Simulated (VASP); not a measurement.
# GePbSe2 (P4/mmm) in VASP: single point with PBEsol

Aim: the single point of GePbSe2 with PBEsol.

Program: VASP 6.6.1. These are calculated values, not measurements. Logs are shortened: lines on timing, memory, paths and dates and some standing lists are left out, and cuts for length are marked.

**1. The cell of the first run**

Symmetry: P4/mmm, No. 123, tetragonal system. Conventional cell: a = 4.231 Å, b = 4.231 Å, c = 6.079 Å, α = 90.00°, β = 90.00°, γ = 90.00°. Within 3.9 Å of Ge (site symmetry 4/mmm) lie 6 Se at 2.99 to 3.04 Å. Se (site symmetry 4/mmm) has 4 Pb at 2.99 Å and 2 Ge at 3.04 Å within 3.9 Å. Se (site symmetry 4/mmm) has 4 Ge at 2.99 Å and 2 Pb at 3.04 Å within 3.9 Å. Pb (site symmetry 4/mmm) has 6 Se at 2.99 to 3.04 Å within 3.9 Å.

**2. Single point, PBEsol (Te replaced by Se, lengths x 0.960, strained)**

File INCAR:

```
  PREC = Accurate
  ENCUT = 520
  EDIFF = 1E-6
  ISMEAR = 0
  SIGMA = 0.1
  LREAL = False
  LASPH = True
  NELM = 80
  ALGO = Normal
  ISIF = 2
  LWAVE = False
  LCHARG = True
  GGA = PS
  LELF = True
  LVHAR = True
  NBANDS = 28
```

File KPOINTS:

```
regular mesh
0
Gamma
  4 4 4
```

File POSCAR:

```
GePbSe2
1.0
    4.2313227707      0.0000000000      0.0000000000
    0.0000000000      4.2313227707      0.0000000000
    0.0000000000      0.0000000000      6.0791114984
Ge Se Pb
1 2 1
Direct
    0.0000000000      0.0000000000      0.0000000000
    0.0000000000      0.0000000000      0.5000000000
    0.5000000000      0.5000000000      0.0000000000
    0.5000000000      0.5000000000      0.5000000000
```

Potentials or basis: VASP PAW PBE potentials, release 64 (Ge_d, Se, Pb_d).

Launch:

```console
$ cat potpaw_PBE.64/Ge_d/POTCAR potpaw_PBE.64/Se/POTCAR potpaw_PBE.64/Pb_d/POTCAR > POTCAR
$ mpirun -np 1 vasp_std > vasp.out
```

OUTCAR:

```text
PREC = Accurate
   ENCUT = 520
   EDIFF = 1E-6
   ISMEAR = 0
   LREAL = False
   LASPH = True
   NELM = 80
   ISIF = 2
   GGA = PS

 ion  position               nearest neighbor table
   1  0.000  0.000  0.000-
   2  0.000  0.000  0.500-   4 2.99   4 2.99   4 2.99   4 2.99
   3  0.500  0.500  0.000-   4 3.04   4 3.04
   4  0.500  0.500  0.500-   2 2.99   2 2.99   2 2.99   2 2.99   3 3.04   3 3.04

  LATTYP: Found a simple tetragonal cell.
 ALAT       =     4.2313227707
 C/A-ratio  =     1.4366929274

  Lattice vectors:

 A1 = (   4.2313227707,   0.0000000000,   0.0000000000)
 A2 = (   0.0000000000,   4.2313227707,   0.0000000000)
 A3 = (   0.0000000000,   0.0000000000,   6.0791114984)

Analysis of symmetry for initial positions (statically):
=====================================================================
 Subroutine PRICEL returns:
 Original cell was already a primitive cell.

 Routine SETGRP: Setting up the symmetry group for a
 simple tetragonal supercell.

 Subroutine GETGRP returns: Found 16 space group operations
 (whereof 16 operations were pure point group operations)
 out of a pool of 16 trial point group operations.

The static configuration has the point symmetry D_4h.

Analysis of symmetry for dynamics (positions and initial velocities):
=====================================================================
 Subroutine PRICEL returns:
 Original cell was already a primitive cell.

 Routine SETGRP: Setting up the symmetry group for a
 simple tetragonal supercell.

 Subroutine GETGRP returns: Found 16 space group operations
 (whereof 16 operations were pure point group operations)
 out of a pool of 16 trial point group operations.

The dynamic configuration has the point symmetry D_4h.

 Subroutine INISYM returns: Found 16 space group operations
 (whereof 16 operations are pure point group operations),
 and found     1 'primitive' translations

----------------------------------------------------------------------------------------

                                     Primitive cell

  volume of cell :     108.8410

  direct lattice vectors                    reciprocal lattice vectors
     4.231322771  0.000000000  0.000000000     0.236332715  0.000000000  0.000000000
     0.000000000  4.231322771  0.000000000     0.000000000  0.236332715  0.000000000
     0.000000000  0.000000000  6.079111498     0.000000000  0.000000000  0.164497723

  length of vectors
     4.231322771  4.231322771  6.079111498     0.236332715  0.236332715  0.164497723

  position of ions in fractional coordinates (direct lattice)
     0.000000000  0.000000000  0.000000000
     0.000000000  0.000000000  0.500000000
     0.500000000  0.500000000  0.000000000
     0.500000000  0.500000000  0.500000000

  ion indices of the primitive-cell ions
   primitive index   ion index
                 1           1
                 2           2
                 3           3
                 4           4

----------------------------------------------------------------------------------------

 KPOINTS: regular mesh

Automatic generation of k-mesh.
 Grid dimensions read from file:
 generate k-points for:    4    4    4

 Generating k-lattice:

  Cartesian coordinates                     Fractional coordinates (reciprocal lattice)
     0.059083179  0.000000000  0.000000000     0.250000000  0.000000000  0.000000000
     0.000000000  0.059083179  0.000000000     0.000000000  0.250000000  0.000000000
     0.000000000  0.000000000  0.041124431     0.000000000  0.000000000  0.250000000

  Length of vectors
     0.059083179  0.059083179  0.041124431

  Shift w.r.t. Gamma in fractional coordinates (k-lattice)
     0.000000000  0.000000000  0.000000000

 Subroutine IBZKPT returns following result:
 ===========================================

 Found     18 irreducible k-points:

 Following reciprocal coordinates:
            Coordinates               Weight
  0.000000  0.000000  0.000000      1.000000
  0.250000  0.000000  0.000000      4.000000
  0.500000  0.000000  0.000000      2.000000
  0.250000  0.250000  0.000000      4.000000
  0.500000  0.250000  0.000000      4.000000
  0.500000  0.500000  0.000000      1.000000
[... 10 lines left out ...]
  0.500000  0.250000  0.500000      4.000000
  0.500000  0.500000  0.500000      1.000000
   k-points           NKPTS =     18   k-points in BZ     NKDIM =     18   number of bands    NBANDS=     28
   number of dos      NEDOS =    301   number of ions     NIONS =      4
   total plane-waves  NPLWV =  49152
   dimension x,y,z NGX =    32 NGY =   32 NGZ =   48
   dimension x,y,z NGXF=    64 NGYF=   64 NGZF=   96
   ions per type =               1   2   1
   NGX,Y,Z   is equivalent  to a cutoff of  12.57, 12.57, 13.13 a.u.
   NGXF,Y,Z  is equivalent  to a cutoff of  25.15, 25.15, 26.25 a.u.
 SYSTEM =  unknown system
   PREC   = accura    normal or accurate (medium, high low for compatibility)
   ISTART =      0    job   : 0-new  1-cont  2-samecut
   ICHARG =      2    charge: 1-file 2-atom 10-const
   ISPIN  =      1    spin polarized calculation?
   LNONCOLLINEAR =      F non collinear calculations
   LSORBIT =      F    spin-orbit coupling
   LASPH  =      T    aspherical Exc in radial PAW
   ENCUT  =  520.0 eV  38.22 Ry    6.18 a.u.   7.87  7.87 11.30*2*pi/ulx,y,z
   NELM   =     80;   NELMIN=  2; NELMDL= -5     # of ELM steps
   EDIFF  = 0.1E-05   stopping-criterion for ELM
   LREAL  =      F    real-space projection
   EDIFFG = 0.1E-04   stopping-criterion for IOM
   NSW    =      0    number of steps for IOM
   IBRION =     -1    ionic relax: 0-MD 1-quasi-New 2-CG
   NFREE  =      0    steps in history (QN), initial steepest desc. (CG)
   ISIF   =      2    stress and relaxation
   ISYM   =      2    0-nonsym 1-usesym 2-fastsym
   POTIM  = 0.5000    time-step for ionic-motion
   TEBEG  =    0.0;   TEEND  =   0.0 temperature during run
   PSTRESS=    0.0 pullay stress
   NELECT =      40.0000    total number of electrons
   NUPDOWN=      -1.0000    fix difference up-down
   EMIN   =  10.00;   EMAX   =-10.00  energy-range for DOS
   EFERMI =   0.00;   METHOD = LEGACY
   ISMEAR =     0;   SIGMA  =   0.10  broadening in eV -4-tet -1-fermi 0-gaus
   EFERMI_NEDOS =   21; number of points for ismear=-14 and -15
   IALGO  =     38    algorithm
   IMIX   =      4    mixing-type and parameters
     AMIX     =   0.40;   BMIX     =  1.00
     AMIX_MAG =   1.60;   BMIX_MAG =  1.00
  volume/ion in A,a.u.               =      27.21       183.62
  Fermi-wavevector in a.u.,A,eV,Ry     =   1.172638  2.215965 18.709103  1.375080
  Thomas-Fermi vector in A             =   2.309064
   LORBIT       =      0    0 simple, 1 ext, 2 COOP (PROOUT), +10 PAW based schemes
   GGA     = PS    functional components
   LHFCALC =     F    Hartree Fock is set to
   AEXX    =    0.0000 exact exchange contribution
   IVDW    =     0    specifies the selected vdW correction
   LEPSILON=     F    determine dielectric tensor
   LRPA    =     F    only Hartree local field effects (RPA)
 non-spin polarized calculation
 Gauss-broadening in eV      SIGMA  =   0.10
  energy-cutoff  :      520.00
  volume of cell :      108.84
 maximum number of plane-waves:      2950
 NGX is ok and might be reduce to    32
   NGX = 15   NGY = 15   NGZ = 23

 number of electron      39.9999994 magnetization

 Free energy of the ion-electron system (eV)
  ---------------------------------------------------
  ext. energy  EPLUGINS =         0.00000000
  ---------------------------------------------------
  free energy    TOTEN  =       -17.76728550 eV

  energy without entropy =      -17.76350630  energy(sigma->0) =      -17.76539590

 E-fermi :   4.2947     XC(G=0):  -9.6841

 val. band max:        4.2848247437   @ k =   0.5000   0.0000   0.5000
 cond. band min:       4.3101673680   @ k =   0.5000   0.0000   0.5000
 fundamental gap:      0.0253426243
 Fermi energy:         4.2946722623

 k-point     1 :       0.0000    0.0000    0.0000
  band No.  band energies     occupation
      1     -20.8341      2.00000
      2     -20.8297      2.00000
      3     -20.8297      2.00000
      4     -20.8231      2.00000
      5     -20.8215      2.00000
      6     -12.6003      2.00000
[... 20 lines left out ...]
     27      10.2827      0.00000
     28      10.5458      0.00000

 k-point     2 :       0.2500    0.0000    0.0000
  band No.  band energies     occupation
      1     -20.8336      2.00000
      2     -20.8300      2.00000
      3     -20.8296      2.00000
      4     -20.8222      2.00000
      5     -20.8221      2.00000
      6     -12.5784      2.00000
[... 20 lines left out ...]
     27       9.8616      0.00000
     28      10.6328      0.00000

 k-point     3 :       0.5000    0.0000    0.0000
  band No.  band energies     occupation
      1     -20.8332      2.00000
      2     -20.8303      2.00000
      3     -20.8296      2.00000
      4     -20.8227      2.00000
      5     -20.8212      2.00000
      6     -12.5608      2.00000
[... 20 lines left out ...]
     27      11.5848      0.00000
     28      12.0790      0.00000

 k-point     4 :       0.2500    0.2500    0.0000
  band No.  band energies     occupation
      1     -20.8331      2.00000
      2     -20.8299      2.00000
      3     -20.8299      2.00000
      4     -20.8229      2.00000
      5     -20.8213      2.00000
      6     -12.5708      2.00000
[... 392 lines left out ...]
     27      11.2941      0.00000
     28      12.0414      0.00000

 k-point    17 :       0.5000    0.2500    0.5000
  band No.  band energies     occupation
      1     -20.8325      2.00000
      2     -20.8303      2.00000
      3     -20.8299      2.00000
      4     -20.8237      2.00000
      5     -20.8203      2.00000
      6     -12.5946      2.00000
[... 20 lines left out ...]
     27      11.6403      0.00000
     28      11.7005      0.00000

 k-point    18 :       0.5000    0.5000    0.5000
  band No.  band energies     occupation
      1     -20.8320      2.00000
      2     -20.8302      2.00000
      3     -20.8302      2.00000
      4     -20.8246      2.00000
      5     -20.8194      2.00000
      6     -12.6486      2.00000
[... 20 lines left out ...]
     27      11.1794      0.00000
     28      11.1794      0.00000

------------------------ aborting loop because EDIFF is reached ----------------------------------------

  FORCE on cell =-STRESS in cart. coord.  units (eV):
  Direction    XX          YY          ZZ          XY          YZ          ZX
  --------------------------------------------------------------------------------------
  -------------------------------------------------------------------------------------
  Total       -2.2322604     -2.2322604     -3.4359451      0.0000000      0.0000000      0.0000000
  in kB      -32.8596567    -32.8596567    -50.5783176      0.0000000      0.0000000      0.0000000
  external PRESSURE =     -38.7658770 kB  Pullay stress =       0.0000000 kB

 VOLUME and BASIS-vectors are now :
 -----------------------------------------------------------------------------
  energy-cutoff  :      520.00
  volume of cell :      108.84
      direct lattice vectors                 reciprocal lattice vectors
     4.231322771  0.000000000  0.000000000     0.236332715  0.000000000  0.000000000
     0.000000000  4.231322771  0.000000000     0.000000000  0.236332715  0.000000000
     0.000000000  0.000000000  6.079111498     0.000000000  0.000000000  0.164497723

 POSITION                                       TOTAL-FORCE (eV/Angst)
 -----------------------------------------------------------------------------------
      0.00000      0.00000      0.00000         0.000000      0.000000      0.000000
      0.00000      0.00000      3.03956         0.000000      0.000000      0.000000
      2.11566      2.11566      0.00000         0.000000      0.000000      0.000000
      2.11566      2.11566      3.03956         0.000000      0.000000      0.000000
 -----------------------------------------------------------------------------------
    total drift:                                0.000000      0.000000     -0.000000

  FREE ENERGIE OF THE ION-ELECTRON SYSTEM (eV)
  ---------------------------------------------------
  free  energy   TOTEN  =       -17.7672854953 eV

  energy  without entropy=      -17.7635063040  energy(sigma->0) =      -17.76539590
```

Wall time 41 s (1 thread of Intel Xeon Platinum 8488C (Sapphire Rapids), shared host); peak memory 0.24 GiB.

What came out:

```
Free energy            : -17.7673 eV
Pressure               : -3.9 GPa
Band gap on the k mesh : 0.03 eV, direct
```

Stress tensor (GPa, compression positive):
```
-3.29  0.00  0.00
 0.00 -3.29  0.00
 0.00  0.00 -5.06
```

Caveat: the cell differs from its parent crystal (Te replaced by Se, lengths x 0.960, strained); the PAW data sets were made with another functional, which shifts forces and pressure a little; spin-orbit coupling is left out, which moves the levels of the heavy elements. A k mesh can miss the band edges.
